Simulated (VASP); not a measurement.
# PtS2 in VASP: further runs

The runs below take PtS2 through single point, with PBE+D3(BJ).

All numbers are computed with VASP 6.6.1; they aren't measurements. Logs are shortened: lines on timing, memory, paths and dates and some standing lists are left out, and cuts for length are marked.

### 1 The cell of the first run

The cell holds a slab with vacuum, 6 atoms: a = 3.542 Å, b = 3.542 Å, c = 22.467 Å, α = 90.00°, β = 90.00°, γ = 120.00°.

### 2 Single point, PBE+D3(BJ) (layers slid over each other)

INCAR

```
PREC = Accurate ; ENCUT = 520
EDIFF = 1E-7 ; ISMEAR = 0
SIGMA = 0.05 ; LREAL = False
LASPH = True ; NELM = 80
ALGO = Normal ; ISIF = 2
LWAVE = False ; LCHARG = True
LDIPOL = True ; IDIPOL = 3
DIPOL = 0.5 0.5 0.393 ; GGA = PE
IVDW = 12 ; LELF = True
LVHAR = True ; LVACPOTAV = True
NBANDS = 31
```

KPOINTS

```
Automatic mesh
0
Gamma
  9 9 1
```

POSCAR

```
PtS2
1.0
    3.5415277692      0.0000000000      0.0000000000
   -1.7707638846      3.0670530163      0.0000000000
    0.0000000000      0.0000000000     22.4670602589
S Pt
4 2
Direct
    0.6666666667      0.3333333333      0.2002932270
    0.3333333333      0.6666666667      0.3108341745
    0.3333333333      1.0000000000      0.4750746206
    0.0000000000      1.3333333333      0.5856155682
    0.0000000000      0.0000000000      0.2555637007
   -0.3333333333      0.6666666667      0.5303450944
```

Potentials or basis: VASP PAW PBE potentials, release 64 (S, Pt).

Run with:

```
$ cat potpaw_PBE.64/S/POTCAR potpaw_PBE.64/Pt/POTCAR > POTCAR
$ mpirun -np 1 vasp_std > vasp.out
```

OUTCAR:

```text
PREC = Accurate
   ENCUT = 520
   EDIFF = 1E-7
   ISMEAR = 0
   LREAL = False
   LASPH = True
   NELM = 80
   ISIF = 2
   GGA = PE
   IVDW = 12
 IVDW          = 12

 ion  position               nearest neighbor table
   1  0.667  0.333  0.200-   5 2.39   5 2.39   5 2.39
   2  0.333  0.667  0.311-   5 2.39   5 2.39   5 2.39
   3  0.333  0.000  0.475-   6 2.39   6 2.39   6 2.39
   4  0.000  0.333  0.586-   6 2.39   6 2.39   6 2.39
   5  0.000  0.000  0.256-   1 2.39   1 2.39   1 2.39   2 2.39   2 2.39   2 2.39
   6  0.667  0.667  0.530-   4 2.39   3 2.39   3 2.39   4 2.39   3 2.39   4 2.39

  LATTYP: Found a hexagonal cell.
 ALAT       =     3.5415277692
 C/A-ratio  =     6.3438893390

  Lattice vectors:

 A1 = (   3.5415277692,   0.0000000000,   0.0000000000)
 A2 = (  -1.7707638846,   3.0670530163,   0.0000000000)
 A3 = (   0.0000000000,   0.0000000000,  22.4670602589)

Analysis of symmetry for initial positions (statically):
=====================================================================
 Subroutine PRICEL returns:
 Original cell was already a primitive cell.

 Routine SETGRP: Setting up the symmetry group for a
 hexagonal supercell.

 Subroutine GETGRP returns: Found  2 space group operations
 (whereof  1 operations were pure point group operations)
 out of a pool of 24 trial point group operations.

The static configuration has the point symmetry C_1 .
 The point group associated with its full space group is S_2 .

Analysis of symmetry for dynamics (positions and initial velocities):
=====================================================================
 Subroutine PRICEL returns:
 Original cell was already a primitive cell.

 Routine SETGRP: Setting up the symmetry group for a
 hexagonal supercell.

 Subroutine GETGRP returns: Found  2 space group operations
 (whereof  1 operations were pure point group operations)
 out of a pool of 24 trial point group operations.

The dynamic configuration has the point symmetry C_1 .
 The point group associated with its full space group is S_2 .

 Subroutine INISYM returns: Found  2 space group operations
 (whereof  1 operations are pure point group operations),
 and found     1 'primitive' translations

----------------------------------------------------------------------------------------

                                     Primitive cell

  volume of cell :     244.0384

  direct lattice vectors                    reciprocal lattice vectors
     3.541527769  0.000000000  0.000000000     0.282364015  0.163022940  0.000000000
    -1.770763885  3.067053016  0.000000000     0.000000000  0.326045880  0.000000000
     0.000000000  0.000000000 22.467060259     0.000000000  0.000000000  0.044509606

  length of vectors
     3.541527769  3.541527769 22.467060259     0.326045880  0.326045880  0.044509606

  position of ions in fractional coordinates (direct lattice)
     0.666666667  0.333333333  0.200293227
     0.333333333  0.666666667  0.310834175
     0.333333333  0.000000000  0.475074621
     0.000000000  0.333333333  0.585615568
     0.000000000  0.000000000  0.255563701
     0.666666667  0.666666667  0.530345094

  ion indices of the primitive-cell ions
   primitive index   ion index
                 1           1
                 2           2
                 3           3
                 4           4
                 5           5
                 6           6

----------------------------------------------------------------------------------------

 KPOINTS: Automatic mesh

Automatic generation of k-mesh.
 Grid dimensions read from file:
 generate k-points for:    9    9    1

 Generating k-lattice:

  Cartesian coordinates                     Fractional coordinates (reciprocal lattice)
     0.031373779  0.018113660  0.000000000     0.111111111  0.000000000  0.000000000
     0.000000000  0.036227320  0.000000000     0.000000000  0.111111111  0.000000000
     0.000000000  0.000000000  0.044509606     0.000000000  0.000000000  1.000000000

  Length of vectors
     0.036227320  0.036227320  0.044509606

  Shift w.r.t. Gamma in fractional coordinates (k-lattice)
     0.000000000  0.000000000  0.000000000

 Subroutine IBZKPT returns following result:
 ===========================================

 Found     41 irreducible k-points:

 Following reciprocal coordinates:
            Coordinates               Weight
  0.000000  0.000000  0.000000      1.000000
  0.111111 -0.000000  0.000000      2.000000
  0.000000  0.111111  0.000000      2.000000
 -0.111111  0.111111  0.000000      2.000000
  0.222222 -0.000000  0.000000      2.000000
  0.000000  0.222222  0.000000      2.000000
[... 16 lines left out ...]
  0.333333  0.111111  0.000000      2.000000
 -0.111111  0.444444  0.000000      2.000000
 [... further k-points ...]
   k-points           NKPTS =     41   k-points in BZ     NKDIM =     41   number of bands    NBANDS=     31
   number of dos      NEDOS =    301   number of ions     NIONS =      6
   total plane-waves  NPLWV = 131712
   dimension x,y,z NGX =    28 NGY =   28 NGZ =  168
   dimension x,y,z NGXF=    56 NGYF=   56 NGZF=  336
   ions per type =               4   2
   NGX,Y,Z   is equivalent  to a cutoff of  13.14, 13.14, 12.43 a.u.
   NGXF,Y,Z  is equivalent  to a cutoff of  26.29, 26.29, 24.86 a.u.
 SYSTEM =  unknown system
   PREC   = accura    normal or accurate (medium, high low for compatibility)
   ISTART =      0    job   : 0-new  1-cont  2-samecut
   ICHARG =      2    charge: 1-file 2-atom 10-const
   ISPIN  =      1    spin polarized calculation?
   LNONCOLLINEAR =      F non collinear calculations
   LSORBIT =      F    spin-orbit coupling
   LASPH  =      T    aspherical Exc in radial PAW
   ENCUT  =  520.0 eV  38.22 Ry    6.18 a.u.   6.58  6.58 41.77*2*pi/ulx,y,z
   NELM   =     80;   NELMIN=  2; NELMDL= -5     # of ELM steps
   EDIFF  = 0.1E-06   stopping-criterion for ELM
   LREAL  =      F    real-space projection
   EDIFFG = 0.1E-05   stopping-criterion for IOM
   NSW    =      0    number of steps for IOM
   IBRION =     -1    ionic relax: 0-MD 1-quasi-New 2-CG
   NFREE  =      0    steps in history (QN), initial steepest desc. (CG)
   ISIF   =      2    stress and relaxation
   ISYM   =      2    0-nonsym 1-usesym 2-fastsym
   POTIM  = 0.5000    time-step for ionic-motion
   TEBEG  =    0.0;   TEEND  =   0.0 temperature during run
   PSTRESS=    0.0 pullay stress
   NELECT =      44.0000    total number of electrons
   NUPDOWN=      -1.0000    fix difference up-down
   EMIN   =  10.00;   EMAX   =-10.00  energy-range for DOS
   EFERMI =   0.00;   METHOD = LEGACY
   ISMEAR =     0;   SIGMA  =   0.05  broadening in eV -4-tet -1-fermi 0-gaus
   EFERMI_NEDOS =   21; number of points for ismear=-14 and -15
   IALGO  =     38    algorithm
   IMIX   =      4    mixing-type and parameters
     AMIX     =   0.40;   BMIX     =  1.00
     AMIX_MAG =   1.60;   BMIX_MAG =  1.00
  volume/ion in A,a.u.               =      40.67       274.48
  Fermi-wavevector in a.u.,A,eV,Ry     =   0.924854  1.747720 11.637800  0.855354
  Thomas-Fermi vector in A             =   2.050645
   LORBIT       =      0    0 simple, 1 ext, 2 COOP (PROOUT), +10 PAW based schemes
   GGA     = PE    functional components
   LHFCALC =     F    Hartree Fock is set to
   AEXX    =    0.0000 exact exchange contribution
   IVDW    =    12    specifies the selected vdW correction
   LEPSILON=     F    determine dielectric tensor
   LRPA    =     F    only Hartree local field effects (RPA)
 non-spin polarized calculation
 Gauss-broadening in eV      SIGMA  =   0.05
  energy-cutoff  :      520.00
  volume of cell :      244.04
 maximum number of plane-waves:      6671
   NGX = 13   NGY = 13   NGZ = 83

 dipolmoment           0.000000      0.000000      0.000002 electrons x Angstroem

 number of electron      44.0000000 magnetization

 dipolmoment           0.000000      0.000000     -0.000000 electrons x Angstroem

 Free energy of the ion-electron system (eV)
  ---------------------------------------------------
  ext. energy  EPLUGINS =         0.00000000
  ---------------------------------------------------
  free energy    TOTEN  =       -30.90365545 eV

  energy without entropy =      -30.90365545  energy(sigma->0) =      -30.90365545

 E-fermi :  -0.4600     XC(G=0):  -5.4835

 val. band max:       -0.6735331440   @ k =  -0.2222   0.1111   0.0000
 cond. band min:       0.8624980223   @ k =   0.2222  -0.0000   0.0000
 fundamental gap:      1.5360311663
 Fermi energy:        -0.4600027790

 k-point     1 :       0.0000    0.0000    0.0000
  band No.  band energies     occupation
      1     -14.8976      2.00000
      2     -14.8727      2.00000
      3     -12.7159      2.00000
      4     -12.6543      2.00000
      5      -6.3874      2.00000
      6      -6.3871      2.00000
[... 23 lines left out ...]
     30       5.3617      0.00000
     31       5.5327      0.00000

 k-point     2 :       0.1111   -0.0000    0.0000
  band No.  band energies     occupation
      1     -14.7434      2.00000
      2     -14.7182      2.00000
      3     -12.7455      2.00000
      4     -12.6886      2.00000
      5      -6.3899      2.00000
      6      -6.3671      2.00000
[... 23 lines left out ...]
     30       5.9746      0.00000
     31       5.9915      0.00000

 k-point     3 :       0.0000    0.1111    0.0000
  band No.  band energies     occupation
      1     -14.7433      2.00000
      2     -14.7184      2.00000
      3     -12.7451      2.00000
      4     -12.6890      2.00000
      5      -6.3892      2.00000
      6      -6.3674      2.00000
[... 703 lines left out ...]
     30       6.8490      0.00000
     31       7.3657      0.00000

 k-point    24 :      -0.1111    0.4444    0.0000
  band No.  band energies     occupation
      1     -13.4182      2.00000
      2     -13.3982      2.00000
      3     -12.9275      2.00000
      4     -12.9071      2.00000
      5      -6.7299      2.00000
      6      -6.7008      2.00000
[... 23 lines left out ...]
     30       6.9577      0.00000
     31       7.3576      0.00000

 [... further k-points ...]

------------------------ aborting loop because EDIFF is reached ----------------------------------------

 Edisp (eV)   -1.85259

 E8    (eV) :    -0.7685

  FORCE on cell =-STRESS in cart. coord.  units (eV):
  Direction    XX          YY          ZZ          XY          YZ          ZX
  --------------------------------------------------------------------------------------
  -------------------------------------------------------------------------------------
  Total      -0.51600    -0.48081    -0.81108    -0.01052     0.05989    -0.03811
  in kB      -3.38768    -3.15667    -5.32498    -0.06909     0.39320    -0.25018
  external pressure =       -3.96 kB  Pullay stress =        0.00 kB

 VOLUME and BASIS-vectors are now :
 -----------------------------------------------------------------------------
  energy-cutoff  :      520.00
  volume of cell :      244.04
      direct lattice vectors                 reciprocal lattice vectors
     3.541527769  0.000000000  0.000000000     0.282364015  0.163022940  0.000000000
    -1.770763885  3.067053016  0.000000000     0.000000000  0.326045880  0.000000000
     0.000000000  0.000000000 22.467060259     0.000000000  0.000000000  0.044509606

 POSITION                                       TOTAL-FORCE (eV/Angst)
 -----------------------------------------------------------------------------------
      1.77076      1.02235      4.50000         0.002289     -0.007214      0.042241
     -0.00000      2.04470      6.98353         0.004702     -0.015912      0.009755
      1.18051      0.00000     10.67353        -0.004702      0.015912     -0.009755
     -0.59025      1.02235     13.15706        -0.002289      0.007214     -0.042241
      0.00000      0.00000      5.74177         0.000093      0.009912      0.054245
      1.18051      2.04470     11.91530        -0.000093     -0.009912     -0.054245
 -----------------------------------------------------------------------------------
    total drift:                                0.000004      0.000002     -0.000001

  FREE ENERGIE OF THE ION-ELECTRON SYSTEM (eV)
  ---------------------------------------------------
  free  energy   TOTEN  =       -32.7562460530 eV

  energy  without entropy=      -32.7562460530  energy(sigma->0) =      -32.75624605

 vacuum level on the upper side and lower side of the slab         5.485         5.485
```

Wall time 7.7 min (1 thread of Intel Xeon Platinum 8259CL at 2.50GHz (Skylake/Cascade Lake), shared host); peak memory 0.52 GiB.

What came out:

- Free energy: -32.7562 eV
- Largest force: 0.055 eV/Å
- Band gap on the k mesh: 1.54 eV (least direct gap 1.63 eV)
- Dispersion energy per atom: -0.309 eV

Forces on the atoms (eV/Å):
```
S    0.002 -0.007  0.042
S    0.005 -0.016  0.010
S   -0.005  0.016 -0.010
S   -0.002  0.007 -0.042
Pt   0.000  0.010  0.054
Pt   0.000 -0.010 -0.054
```

Caveat: the cell differs from its parent crystal (layers slid over each other); spin-orbit coupling is left out, which moves the levels of the heavy elements.

### 3 Single point, PBE+D3(BJ) (layers slid over each other)

INCAR

```
SYSTEM = PtS2
PREC = Accurate
ENCUT = 520
EDIFF = 1E-7
ISMEAR = 0
SIGMA = 0.05
LREAL = .FALSE.
LASPH = .TRUE.
NELM = 80
ALGO = Normal
ISIF = 2
LWAVE = .FALSE.
LCHARG = .FALSE.
LDIPOL = .TRUE.
IDIPOL = 3
DIPOL = 0.5 0.5 0.393
GGA = PE
IVDW = 12
NBANDS = 31
```

KPOINTS

```
Automatic mesh
0
G
  9 9 1
  0 0 0
```

POSCAR

```
PtS2
1.0
    3.5415277692      0.0000000000      0.0000000000
   -1.7707638846      3.0670530163      0.0000000000
    0.0000000000      0.0000000000     22.4670602589
S Pt
4 2
Direct
    0.6666666667      0.3333333333      0.2002932270
    0.3333333333      0.6666666667      0.3108341745
    0.3333333333      0.8333333333      0.4750746206
    0.0000000000      1.1666666667      0.5856155682
    0.0000000000      0.0000000000      0.2555637007
   -0.3333333333      0.5000000000      0.5303450944
```

Potentials or basis: VASP PAW PBE potentials, release 64 (S, Pt).

Run with:

```
$ cat potpaw_PBE.64/S/POTCAR potpaw_PBE.64/Pt/POTCAR > POTCAR
$ mpirun -np 1 vasp_std > vasp.out
```

It took 8.5 min on 1 thread of Intel Xeon Platinum 8259CL at 2.50GHz (Skylake/Cascade Lake), shared host; peak memory 0.5 GiB.

The run converged. Its results:

| Quantity | Value |
| --- | --- |
| Free energy | -32.7461 eV |
| Largest force | 0.044 eV/Å |
| Band gap on the k mesh | 1.50 eV (least direct gap 1.60 eV) |
| Dispersion energy per atom | -0.309 eV |

Forces on the atoms (eV/Å):
```
S    0.003 -0.007  0.043
S    0.007 -0.016 -0.013
S   -0.007  0.016  0.013
S   -0.003  0.007 -0.043
Pt  -0.003  0.009  0.042
Pt   0.003 -0.009 -0.042
```

Levels at points of the mesh, in eV from the valence-band top:
| k point | band 18 | band 19 | band 20 | band 21 | band 22 | band 23 | band 24 | band 25 | band 26 | band 27 |
| --- | --- | --- | --- | --- | --- | --- | --- | --- | --- | --- |
| (0.00, 0.00, 0.00) | -0.53 | -0.46 | -0.45 | -0.43 | -0.43 | 3.01 | 3.02 | 3.05 | 3.06 | 5.26 |

Caveat: the cell differs from its parent crystal (layers slid over each other); spin-orbit coupling is left out, which moves the levels of the heavy elements.

### 4 Single point, PBE+D3(BJ) (layers slid over each other)

INCAR

```
SYSTEM = PtS2
PREC = Accurate ; ENCUT = 520
EDIFF = 1E-7 ; ISMEAR = 0
SIGMA = 0.05 ; LREAL = .FALSE.
LASPH = .TRUE. ; NELM = 60
ALGO = Normal ; ISIF = 2
LWAVE = .FALSE. ; LCHARG = .TRUE.
LDIPOL = .TRUE. ; IDIPOL = 3
DIPOL = 0.5 0.5 0.393 ; GGA = PE
IVDW = 12 ; LELF = .TRUE.
LVHAR = .TRUE. ; LVACPOTAV = .TRUE.
NBANDS = 31
```

KPOINTS

```
regular mesh
0
G
  9 9 1
  0 0 0
```

POSCAR

```
PtS2
1.0
    3.5415277692      0.0000000000      0.0000000000
   -1.7707638846      3.0670530163      0.0000000000
    0.0000000000      0.0000000000     22.4670602589
S Pt
4 2
Direct
    0.6666666667      0.3333333333      0.2002932270
    0.3333333333      0.6666666667      0.3108341745
    0.5000000000      1.3333333333      0.4750746206
    0.1666666667      1.6666666667      0.5856155682
    0.0000000000      0.0000000000      0.2555637007
   -0.1666666667      1.0000000000      0.5303450944
```

Run with:

```
$ cat potpaw_PBE.64/S/POTCAR potpaw_PBE.64/Pt/POTCAR > POTCAR
$ mpirun -np 1 vasp_std > vasp.out
```

It took 6.9 min on 1 thread of Intel Xeon Platinum 8259CL at 2.50GHz (Skylake/Cascade Lake), shared host; peak memory 0.51 GiB.

The run converged. Its results:

```
Free energy                : -32.7611 eV
Largest force              : 0.063 eV/Å
Band gap on the k mesh     : 1.56 eV (least direct gap 1.65 eV)
Dispersion energy per atom : -0.309 eV
```

Forces on the atoms (eV/Å):
```
S   -0.005  0.002  0.041
S   -0.010  0.004  0.019
S    0.010 -0.004 -0.019
S    0.005 -0.002 -0.041
Pt   0.008 -0.002  0.062
Pt  -0.008  0.002 -0.062
```

Levels at points of the mesh, in eV from the valence-band top:
```csv
k point,band 20,band 21,band 22,band 23,band 24,band 25
"(0.00, 0.00, 0.00)",-0.40,-0.40,-0.39,3.06,3.08,3.08
```

Caveat: the cell differs from its parent crystal (layers slid over each other); spin-orbit coupling is left out, which moves the levels of the heavy elements.

### 5 Overview

```tsv
cell	gap on the mesh (eV)	largest force (eV/Å)
as given, atomic positions A	1.54	0.06
as given, atomic positions B	1.50	0.04
as given, atomic positions C	1.56	0.06
```

Alike in all rows: task single point; level PBE+D3(BJ); potentials or basis VASP PAW PBE potentials, release 64 (S, Pt); no spin polarisation; k mesh 9 × 9 × 1; cutoff (eV) 520; smearing gaussian 0.05 eV.

Caveats: spin-orbit coupling is left out, which moves the levels of the heavy elements.

Total energies depend on the potentials used, so only differences within one code and one set of settings carry meaning.
